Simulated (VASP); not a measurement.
# AlCu3 (P-4m2) in VASP: further runs, part 2 of 2

VASP 6.6.1. The steps go on from the part before.

### 3 Single point, LDA (atoms displaced along a vibrational mode, the cell strained)

Contents of INCAR:

```
  PREC = Accurate
  ENCUT = 520
  EDIFF = 1E-7
  ISMEAR = 0
  SIGMA = 0.15
  LREAL = False
  LASPH = True
  NELM = 60
  ALGO = Fast
  ISIF = 2
  LWAVE = False
  LCHARG = False
  NBANDS = 26
```

Contents of KPOINTS:

```
regular mesh
0
Gamma
  12 12 12
```

Contents of POSCAR:

```
AlCu3
1.0
    3.4993001882      0.0000000000      0.0000000000
    0.0000000000      3.4993001882      0.0000000000
    0.0000000000      0.0000000000      3.4993001882
Al Cu
1 3
Direct
    0.0000000000      0.0000000000      0.0000000000
    0.5000000000      0.4839510768      0.0000000000
    0.5000000000      0.0000000000      0.5000000000
    0.0000000000      0.5160489232      0.5000000000
```

Potentials or basis: VASP PAW LDA potentials, release 64 (Al, Cu).

Launch:

```sh
> cat potpaw_LDA.64/Al/POTCAR potpaw_LDA.64/Cu/POTCAR > POTCAR
> mpirun -np 1 vasp_std > vasp.out
```

OUTCAR:

```text
PREC = Accurate
   ENCUT = 520
   EDIFF = 1E-7
   ISMEAR = 0
   LREAL = False
   LASPH = True
   NELM = 60
   ISIF = 2

 ion  position               nearest neighbor table
   1  0.000  0.000  0.000-   2 2.43   4 2.43   4 2.43   2 2.43   3 2.47   3 2.47   3 2.47   3 2.47
                             4 2.51   4 2.51   2 2.51   2 2.51
   2  0.500  0.484  0.000-   1 2.43   3 2.43   3 2.43   1 2.43   4 2.48   4 2.48   4 2.48   4 2.48
                             1 2.51   3 2.51   1 2.51   3 2.51
   3  0.500  0.000  0.500-   2 2.43   4 2.43   2 2.43   4 2.43   1 2.47   1 2.47   1 2.47   1 2.47
                             4 2.51   4 2.51   2 2.51   2 2.51
   4  0.000  0.516  0.500-   1 2.43   3 2.43   1 2.43   3 2.43   2 2.48   2 2.48   2 2.48   2 2.48
                             1 2.51   3 2.51   1 2.51   3 2.51

  LATTYP: Found a simple cubic cell.
 ALAT       =     3.4993001882

  Lattice vectors:

 A1 = (   3.4993001882,   0.0000000000,   0.0000000000)
 A2 = (   0.0000000000,   3.4993001882,   0.0000000000)
 A3 = (   0.0000000000,   0.0000000000,   3.4993001882)

Analysis of symmetry for initial positions (statically):
=====================================================================
 Subroutine PRICEL returns:
 Original cell was already a primitive cell.

 Routine SETGRP: Setting up the symmetry group for a
 simple cubic supercell.

 Subroutine GETGRP returns: Found  8 space group operations
 (whereof  8 operations were pure point group operations)
 out of a pool of 48 trial point group operations.

The static configuration has the point symmetry D_2d.

Analysis of symmetry for dynamics (positions and initial velocities):
=====================================================================
 Subroutine PRICEL returns:
 Original cell was already a primitive cell.

[... 127 lines left out ...]
   EFERMI_NEDOS =   21; number of points for ismear=-14 and -15
   IALGO  =     68    algorithm
   IMIX   =      4    mixing-type and parameters
     AMIX     =   0.40;   BMIX     =  1.00
     AMIX_MAG =   1.60;   BMIX_MAG =  1.00
  volume/ion in A,a.u.               =      10.71        72.29
  Fermi-wavevector in a.u.,A,eV,Ry     =   1.544760  2.919174 32.467375  2.386285
  Thomas-Fermi vector in A             =   2.650235
   LORBIT       =      0    0 simple, 1 ext, 2 COOP (PROOUT), +10 PAW based schemes
   GGA     = CA    functional components
   LHFCALC =     F    Hartree Fock is set to
   AEXX    =    0.0000 exact exchange contribution
   IVDW    =     0    specifies the selected vdW correction
   LEPSILON=     F    determine dielectric tensor
   LRPA    =     F    only Hartree local field effects (RPA)
 non-spin polarized calculation
 RMM-DIIS sequential band-by-band and
 Gauss-broadening in eV      SIGMA  =   0.15
  energy-cutoff  :      520.00
  volume of cell :       42.85
 maximum number of plane-waves:      1189
 NGX is ok and might be reduce to    28
   NGX = 13   NGY = 13   NGZ = 13

 number of electron      36.0000054 magnetization

 Free energy of the ion-electron system (eV)
  ---------------------------------------------------
  ext. energy  EPLUGINS =         0.00000000
  ---------------------------------------------------
  free energy    TOTEN  =       -18.91318014 eV

  energy without entropy =      -18.90181339  energy(sigma->0) =      -18.90749677

 E-fermi :  10.0686     XC(G=0): -13.2744

 val. band max:       10.0669152801   @ k =   0.1667   0.2500   0.1667
 cond. band min:      10.0775735025   @ k =   0.1667   0.0833   0.0833
 fundamental gap:      0.0106582224
 Fermi energy:        10.0685517977

 k-point     1 :       0.0000    0.0000    0.0000
  band No.  band energies     occupation
      1      -1.5224      2.00000
      2       3.8546      2.00000
      3       4.5030      2.00000
      4       4.5164      2.00000
      5       4.8055      2.00000
      6       4.8055      2.00000
[... 685 lines left out ...]
     25      20.2388      0.00000
     26      21.7694      0.00000

 [... further k-points ...]

------------------------ aborting loop because EDIFF is reached ----------------------------------------

  FORCE on cell =-STRESS in cart. coord.  units (eV):
  Direction    XX          YY          ZZ          XY          YZ          ZX
  --------------------------------------------------------------------------------------
  -------------------------------------------------------------------------------------
  Total        4.3280271      4.3435657      4.3280271      0.0000000      0.0000000     -0.0000000
  in kB      161.8292245    162.4102292    161.8292245      0.0000000      0.0000000     -0.0000000
  external PRESSURE =     162.0228927 kB  Pullay stress =       0.0000000 kB

 VOLUME and BASIS-vectors are now :
 -----------------------------------------------------------------------------
  energy-cutoff  :      520.00
  volume of cell :       42.85
      direct lattice vectors                 reciprocal lattice vectors
     3.499300188  0.000000000  0.000000000     0.285771425  0.000000000  0.000000000
     0.000000000  3.499300188  0.000000000     0.000000000  0.285771425  0.000000000
     0.000000000  0.000000000  3.499300188     0.000000000  0.000000000  0.285771425

 POSITION                                       TOTAL-FORCE (eV/Angst)
 -----------------------------------------------------------------------------------
      0.00000      0.00000      0.00000        -0.000000      0.000000     -0.000000
      1.74965      1.69349      0.00000        -0.000000      0.515328      0.000000
      1.74965      0.00000      1.74965         0.000000      0.000000     -0.000000
      0.00000      1.80581      1.74965         0.000000     -0.515328     -0.000000
 -----------------------------------------------------------------------------------
    total drift:                                0.000000     -0.000000     -0.000000

  FREE ENERGIE OF THE ION-ELECTRON SYSTEM (eV)
  ---------------------------------------------------
  free  energy   TOTEN  =       -18.9131801429 eV

  energy  without entropy=      -18.9018133874  energy(sigma->0) =      -18.90749677
```

OSZICAR:

```text
N       E                     dE             d eps       ncg     rms          rms(c)
DAV:   1     0.251075201935E+03    0.25108E+03   -0.15584E+04 10920   0.229E+03
DAV:   2    -0.342580616066E+01   -0.25450E+03   -0.24325E+03 10198   0.358E+02
DAV:   3    -0.231778783403E+02   -0.19752E+02   -0.18945E+02 11562   0.140E+02
DAV:   4    -0.236212305915E+02   -0.44335E+00   -0.44200E+00 14830   0.250E+01
DAV:   5    -0.236284702620E+02   -0.72397E-02   -0.72388E-02 15718   0.253E+00    0.178E+01
RMM:   6    -0.215926300107E+02    0.20358E+01   -0.40711E+01 11618   0.101E+02    0.112E+01
RMM:   7    -0.189406687540E+02    0.26520E+01   -0.97040E+00 11290   0.508E+01    0.197E+00
RMM:   8    -0.189098360919E+02    0.30833E-01   -0.24136E-01 12649   0.599E+00    0.419E-01
RMM:   9    -0.189126687268E+02   -0.28326E-02   -0.81512E-02 12929   0.178E+00    0.183E-01
RMM:  10    -0.189129988510E+02   -0.33012E-03   -0.12376E-02 12682   0.169E+00    0.182E-01
RMM:  11    -0.189134789305E+02   -0.48008E-03   -0.47505E-03 14569   0.543E-01    0.154E-01
RMM:  12    -0.189131462138E+02    0.33272E-03   -0.12007E-03 12514   0.488E-01    0.161E-02
RMM:  13    -0.189131776729E+02   -0.31459E-04   -0.35564E-04 15341   0.140E-01    0.177E-02
RMM:  14    -0.189131805667E+02   -0.28938E-05   -0.27895E-05 15677   0.398E-02    0.161E-02
RMM:  15    -0.189131815573E+02   -0.99060E-06   -0.20393E-06 13247   0.150E-02    0.201E-02
RMM:  16    -0.189131802750E+02    0.12823E-05   -0.54838E-06 11993   0.350E-02    0.514E-03
RMM:  17    -0.189131801281E+02    0.14686E-06   -0.52287E-07 10955   0.107E-02    0.780E-04
RMM:  18    -0.189131801429E+02   -0.14783E-07   -0.17970E-07  8014   0.393E-03
   1 F= -.18913180E+02 E0= -.18907497E+02  d E =-.113668E-01
```

It took 2 min on 1 thread of Intel Xeon 6975P-C (Granite Rapids), shared host; peak memory 0.27 GiB.

What came out:

```
Free energy            : -18.9132 eV
Pressure               : 16.2 GPa
Largest force          : 0.515 eV/Å
Band gap on the k mesh : zero (bands 18 and 19 overlap by 6.05 eV)
```

Forces in eV/Å, atoms in the order of the input:
```
Al   0.000  0.000  0.000
Cu   0.000  0.515  0.000
Cu   0.000  0.000  0.000
Cu   0.000 -0.515  0.000
```

Caveat: the cell differs from its parent crystal (atoms displaced along a vibrational mode, the cell strained); the cell stands under pressure.

### 4 Single point, LDA (atoms displaced along a vibrational mode, the cell strained)

Contents of INCAR:

```
SYSTEM = AlCu3
  PREC = Accurate
  ENCUT = 520
  EDIFF = 1E-6
  ISMEAR = 0
  SIGMA = 0.15
  LREAL = .False.
  LASPH = .True.
  NELM = 60
  ALGO = Fast
  ISIF = 2
  LWAVE = .False.
  LCHARG = .True.
  GGA = CA
  LELF = .True.
  LVHAR = .True.
  NBANDS = 26
```

Contents of KPOINTS:

```
regular mesh
0
Gamma
  12 12 12
  0 0 0
```

Contents of POSCAR:

```
AlCu3
1.0
    3.4993001882      0.0000000000      0.0000000000
    0.0000000000      3.4993001882      0.0000000000
    0.0000000000      0.0000000000      3.4993001882
Al Cu
1 3
Direct
    0.0000000000      0.0000000000      0.0000000000
    0.5000000000      0.4786014357      0.0000000000
    0.5000000000      0.0000000000      0.5000000000
    0.0000000000      0.5213985643      0.5000000000
```

Launch:

```sh
> cat potpaw_LDA.64/Al/POTCAR potpaw_LDA.64/Cu/POTCAR > POTCAR
> mpirun -np 1 vasp_std > vasp.out
```

Wall time 1.8 min (1 thread of Intel Xeon 6975P-C (Granite Rapids), shared host); peak memory 0.27 GiB.

It converged, with:

```
Free energy            : -18.8906 eV
Pressure               : 16.6 GPa
Largest force          : 0.692 eV/Å
Band gap on the k mesh : zero (bands 18 and 19 overlap by 6.03 eV)
```

Forces in eV/Å, atoms in the order of the input:
```
Al   0.000  0.000  0.000
Cu   0.000  0.692  0.000
Cu   0.000  0.000  0.000
Cu   0.000 -0.692  0.000
```

Stress tensor (GPa, compression positive):
```
16.54  0.00  0.00
 0.00 16.64  0.00
 0.00  0.00 16.54
```

Levels at points of the mesh, in eV from the Fermi level:
```tsv
k point	band 15	band 16	band 17	band 18	band 19	band 20	band 21	band 22
(0.00, 0.00, 0.00)	-2.27	-2.27	-0.42	-0.42	-0.35	4.81	4.86	5.94
(0.50, 0.00, 0.00)	-3.22	-2.76	-2.27	4.05	4.06	4.08	4.19	5.12
(0.00, 0.50, 0.00)	-3.16	-2.78	-2.29	4.09	4.09	4.19	4.19	5.03
(0.50, 0.50, 0.00)	-3.21	-3.06	-2.60	-1.27	-1.26	6.71	6.78	7.14
(0.50, 0.00, 0.50)	-3.31	-3.04	-2.58	-1.28	-1.28	6.83	6.83	7.01
(0.50, 0.50, 0.50)	-3.22	-2.51	-2.48	-2.48	-1.75	1.86	2.07	2.08
```

Caveat: the cell differs from its parent crystal (atoms displaced along a vibrational mode, the cell strained); the cell stands under pressure.

### 5 Single point, LDA (atoms displaced along a vibrational mode, the cell strained)

Contents of INCAR:

```
PREC = Accurate ; ENCUT = 520
EDIFF = 1E-6 ; ISMEAR = 0
SIGMA = 0.15 ; LREAL = F
LASPH = T ; NELM = 100
ALGO = Fast ; ISIF = 2
LWAVE = F ; LCHARG = F
NBANDS = 26
```

Contents of KPOINTS:

```
regular mesh
0
Gamma
  12 12 12
```

Contents of POSCAR:

```
AlCu3
1.0
    3.4993001882      0.0000000000      0.0000000000
    0.0000000000      3.4993001882      0.0000000000
    0.0000000000      0.0000000000      3.4993001882
Al Cu
1 3
Direct
    0.0000000000      0.0000000000      0.0000000000
    0.5000000000      0.4893007179      0.0000000000
    0.5000000000      0.0000000000      0.5000000000
    0.0000000000      0.5106992821      0.5000000000
```

Launch:

```sh
> cat potpaw_LDA.64/Al/POTCAR potpaw_LDA.64/Cu/POTCAR > POTCAR
> mpirun -np 1 vasp_std > vasp.out
```

It took 1.7 min on 1 thread of Intel Xeon 6975P-C (Granite Rapids), shared host; peak memory 0.27 GiB.

The run converged. Its results:

```yaml
Free_energy: -18.9292 eV
Pressure: 16.0 GPa
Largest_force: 0.342 eV/Å
Band_gap_on_the_k_mesh: zero (bands 18 and 19 overlap by 6.06 eV)
```

Forces on the atoms (eV/Å):
```
Al   0.000  0.000  0.000
Cu   0.000  0.342  0.000
Cu   0.000  0.000  0.000
Cu   0.000 -0.342  0.000
```

Levels at points of the mesh, in eV from the Fermi level:
| k point | band 15 | band 16 | band 17 | band 18 | band 19 | band 20 | band 21 | band 22 |
| --- | --- | --- | --- | --- | --- | --- | --- | --- |
| (0.00, 0.00, 0.00) | -2.27 | -2.27 | -0.42 | -0.42 | -0.40 | 4.84 | 4.86 | 5.95 |
| (0.50, 0.00, 0.00) | -3.23 | -2.77 | -2.26 | 4.07 | 4.08 | 4.15 | 4.19 | 5.05 |
| (0.00, 0.50, 0.00) | -3.20 | -2.77 | -2.27 | 4.08 | 4.08 | 4.19 | 4.19 | 5.02 |
| (0.50, 0.50, 0.00) | -3.22 | -3.09 | -2.60 | -1.26 | -1.26 | 6.77 | 6.80 | 7.07 |
| (0.50, 0.00, 0.50) | -3.26 | -3.08 | -2.60 | -1.27 | -1.27 | 6.81 | 6.81 | 7.04 |
| (0.50, 0.50, 0.50) | -3.27 | -2.48 | -2.47 | -2.47 | -1.79 | 1.87 | 2.08 | 2.08 |

Caveat: the cell differs from its parent crystal (atoms displaced along a vibrational mode, the cell strained); the cell stands under pressure.

### 6 Overview

| cell | further INCAR settings | gap on the mesh (eV) | pressure (GPa) | largest force (eV/Å) |
| --- | --- | --- | --- | --- |
| as given, atomic positions A | ALGO = Fast; EDIFF = 1e-06; NBANDS = 26 | none | 16.8 | 0.87 |
| as given, atomic positions B | ALGO = Fast; EDIFF = 1e-07; NBANDS = 26 | none | 16.2 | 0.52 |
| as given, atomic positions C | ALGO = Fast; EDIFF = 1e-06; NBANDS = 26 | none | 16.6 | 0.69 |
| as given, atomic positions D | ALGO = Fast; EDIFF = 1e-06; NBANDS = 26 | none | 16.0 | 0.34 |

Alike in all rows: task single point; level LDA; potentials or basis VASP PAW LDA potentials, release 64 (Al, Cu); no spin polarisation; k mesh 12 × 12 × 12; cutoff (eV) 520; smearing gaussian 0.15 eV.

Caveats: the cell stands under pressure.

Total energies depend on the potentials used, so only differences within one code and one set of settings carry meaning.
